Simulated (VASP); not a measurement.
# CoSi in VASP: notebook, part 2 of 2

VASP 6.6.1. The steps go on from the part before.

## 3. Single point, PBEsol (strain -0.030 along x and y, +0.000 along z)

INCAR reads:

```
SYSTEM = CoSi
ALGO = Normal ; EDIFF = 1E-6
ENCUT = 520 ; GGA = PS
ISIF = 2 ; ISMEAR = 0
LASPH = .True. ; LCHARG = .False.
LREAL = .False. ; LWAVE = .False.
NBANDS = 36 ; NELM = 100
PREC = Accurate ; SIGMA = 0.15
```

KPOINTS reads:

```
k-points
0
Gamma
  10 10 10
  0 0 0
```

POSCAR reads:

```
CoSi
1.0
    4.2542507526      0.0000000000      0.0000000000
    0.0000000000      4.2542507526      0.0000000000
    0.0000000000      0.0000000000      4.3858255181
Co Si
4 4
Direct
    0.1456446764      0.1456446764      0.1456446764
    0.3543553236      0.8543553236      0.6456446764
    0.6456446764      0.3543553236      0.8543553236
    0.8543553236      0.6456446764      0.3543553236
    0.8433288500      0.8433288500      0.8433288500
    0.6566711500      0.1566711500      0.3433288500
    0.3433288500      0.6566711500      0.1566711500
    0.1566711500      0.3433288500      0.6566711500
```

Potentials or basis: VASP PAW PBE potentials, release 64 (Co, Si).

Started as:

```
> cat potpaw_PBE.64/Co/POTCAR potpaw_PBE.64/Si/POTCAR > POTCAR
> mpirun -np 1 vasp_std > vasp.out
```

OUTCAR:

```text
SYSTEM = CoSi
   EDIFF = 1E-6
   ENCUT = 520
   GGA = PS
   ISIF = 2
   ISMEAR = 0
   LASPH = .True.
   LREAL = .False.
   NELM = 100
   PREC = Accurate

 ion  position               nearest neighbor table
   1  0.146  0.146  0.146-   7 2.24   5 2.25   6 2.25   8 2.30   7 2.33   6 2.34   8 2.39   4 2.63
                             4 2.63   3 2.64   3 2.64   2 2.67   2 2.67
   2  0.354  0.854  0.646-   8 2.24   6 2.25   5 2.25   7 2.30   8 2.33   5 2.34   7 2.39   3 2.63
                             3 2.63   4 2.64   4 2.64   1 2.67   1 2.67
   3  0.646  0.354  0.854-   5 2.24   7 2.25   8 2.25   6 2.30   5 2.33   8 2.34   6 2.39   2 2.63
                             2 2.63   1 2.64   1 2.64   4 2.67   4 2.67
   4  0.854  0.646  0.354-   6 2.24   8 2.25   7 2.25   5 2.30   6 2.33   7 2.34   5 2.39   1 2.63
                             1 2.63   2 2.64   2 2.64   3 2.67   3 2.67
   5  0.843  0.843  0.843-   3 2.24   1 2.25   2 2.25   4 2.30   3 2.33   2 2.34   4 2.39   8 2.64
                             8 2.64   7 2.65   7 2.65   6 2.69   6 2.69
   6  0.657  0.157  0.343-   4 2.24   2 2.25   1 2.25   3 2.30   4 2.33   1 2.34   3 2.39   7 2.64
                             7 2.64   8 2.65   8 2.65   5 2.69   5 2.69
   7  0.343  0.657  0.157-   1 2.24   3 2.25   4 2.25   2 2.30   1 2.33   4 2.34   2 2.39   6 2.64
                             6 2.64   5 2.65   5 2.65   8 2.69   8 2.69
   8  0.157  0.343  0.657-   2 2.24   4 2.25   3 2.25   1 2.30   2 2.33   3 2.34   1 2.39   5 2.64
[... 1142 lines left out ...]

 [... further k-points ...]

------------------------ aborting loop because EDIFF is reached ----------------------------------------

  FORCE on cell =-STRESS in cart. coord.  units (eV):
  Direction    XX          YY          ZZ          XY          YZ          ZX
  --------------------------------------------------------------------------------------
  -------------------------------------------------------------------------------------
  Total       10.3278530     10.4146469      5.6685797      0.0000000      0.0000000      0.0000000
  in kB      208.4601821    210.2120528    114.4161471      0.0000000      0.0000000      0.0000000
  external PRESSURE =     177.6961273 kB  Pullay stress =       0.0000000 kB

 VOLUME and BASIS-vectors are now :
 -----------------------------------------------------------------------------
  energy-cutoff  :      520.00
  volume of cell :       79.38
      direct lattice vectors                 reciprocal lattice vectors
     4.254250753  0.000000000  0.000000000     0.235059017  0.000000000  0.000000000
     0.000000000  4.254250753  0.000000000     0.000000000  0.235059017  0.000000000
     0.000000000  0.000000000  4.385825518     0.000000000  0.000000000  0.228007246

 POSITION                                       TOTAL-FORCE (eV/Angst)
 -----------------------------------------------------------------------------------
      0.61961      0.61961      0.63877         0.109220      0.113300      0.022005
      1.50752      3.63464      2.83168        -0.109220     -0.113300      0.022005
      2.74673      1.50752      3.74705         0.109220     -0.113300     -0.022005
      3.63464      2.74673      1.55414        -0.109220      0.113300     -0.022005
      3.58773      3.58773      3.69869         0.104073      0.049463      0.012112
      2.79364      0.66652      1.50578        -0.104073     -0.049463      0.012112
      1.46061      2.79364      0.68713         0.104073     -0.049463     -0.012112
      0.66652      1.46061      2.88005        -0.104073      0.049463     -0.012112
 -----------------------------------------------------------------------------------
    total drift:                                0.000000      0.000000      0.000000

  FREE ENERGIE OF THE ION-ELECTRON SYSTEM (eV)
  ---------------------------------------------------
  free  energy   TOTEN  =       -59.5226169428 eV

  energy  without entropy=      -59.5082345768  energy(sigma->0) =      -59.51542576
```

OSZICAR:

```text
N       E                     dE             d eps       ncg     rms          rms(c)
DAV:   1     0.363471844625E+03    0.36347E+03   -0.22123E+04 15552   0.170E+03
DAV:   2    -0.345085427330E+02   -0.39798E+03   -0.37937E+03 15552   0.371E+02
DAV:   3    -0.649189892261E+02   -0.30410E+02   -0.29102E+02 16808   0.124E+02
DAV:   4    -0.661130998182E+02   -0.11941E+01   -0.11819E+01 19904   0.228E+01
DAV:   5    -0.661538775627E+02   -0.40778E-01   -0.40748E-01 20164   0.403E+00    0.323E+01
DAV:   6    -0.700433390388E+02   -0.38895E+01   -0.10977E+02 20312   0.136E+02    0.247E+01
DAV:   7    -0.596083505777E+02    0.10435E+02   -0.47118E+01 17992   0.986E+01    0.893E+00
DAV:   8    -0.596286580425E+02   -0.20307E-01   -0.37219E+00 17568   0.112E+01    0.298E+00
DAV:   9    -0.595286342815E+02    0.10002E+00   -0.23793E-01 22548   0.591E+00    0.973E-01
DAV:  10    -0.595240698398E+02    0.45644E-02   -0.19911E-02 20268   0.971E-01    0.345E-01
DAV:  11    -0.595226576873E+02    0.14122E-02   -0.20756E-03 25224   0.501E-01    0.102E-01
DAV:  12    -0.595226181776E+02    0.39510E-04   -0.26459E-04 20268   0.173E-01    0.308E-02
DAV:  13    -0.595226211625E+02   -0.29849E-05   -0.43671E-05 21920   0.371E-02    0.316E-02
DAV:  14    -0.595226168712E+02    0.42913E-05   -0.12598E-05 21572   0.332E-02    0.398E-03
DAV:  15    -0.595226169428E+02   -0.71615E-07   -0.83574E-07  9044   0.723E-03
   1 F= -.59522617E+02 E0= -.59515426E+02  d E =-.143824E-01
```

It took 11 min on 1 thread of Intel Xeon 8259CL, shared host; peak memory 0.54 GiB.

Results:

- Free energy: -59.5226 eV
- Pressure: 17.8 GPa
- Largest force: 0.159 eV/Å
- Band gap on the k mesh: zero (bands 26 and 27 overlap by 0.25 eV)

Forces on the atoms (eV/Å):
```
Co   0.109  0.113  0.022
Co  -0.109 -0.113  0.022
Co   0.109 -0.113 -0.022
Co  -0.109  0.113 -0.022
Si   0.104  0.049  0.012
Si  -0.104 -0.049  0.012
Si   0.104 -0.049 -0.012
Si  -0.104  0.049 -0.012
```

Levels at points of the mesh, in eV from the Fermi level:
```
           k point  band 23  band 24  band 25  band 26  band 27  band 28  band 29  band 30
(0.00, 0.00, 0.00)    -0.96    -0.90    -0.05    -0.05    -0.02     2.87     2.92     2.92
(0.50, 0.00, 0.00)    -0.79    -0.79    -0.59    -0.59     1.16     1.16     1.66     1.66
(0.00, 0.50, 0.00)    -0.80    -0.80    -0.60    -0.60     0.99     0.99     1.83     1.83
(0.50, 0.50, 0.00)    -1.25    -1.25    -0.10    -0.10     0.58     0.58     2.26     2.26
(0.00, 0.00, 0.50)    -0.72    -0.72    -0.57    -0.57     1.11     1.11     1.85     1.85
(0.50, 0.00, 0.50)    -1.14    -1.14    -0.08    -0.08     0.71     0.71     2.37     2.37
(0.00, 0.50, 0.50)    -1.14    -1.14    -0.07    -0.07     0.69     0.69     2.41     2.41
(0.50, 0.50, 0.50)    -1.43    -1.43    -0.28    -0.28    -0.28    -0.28     5.87     5.87
```

Caveat: the cell differs from its parent crystal (strain -0.030 along x and y, +0.000 along z); the cell stands under pressure; the PAW data sets were made with another functional, which shifts forces and pressure a little; the run has no spin polarisation, though such a crystal can be magnetic. Spin polarisation is off, so any magnetic state and its effect on volume and gap are missing.
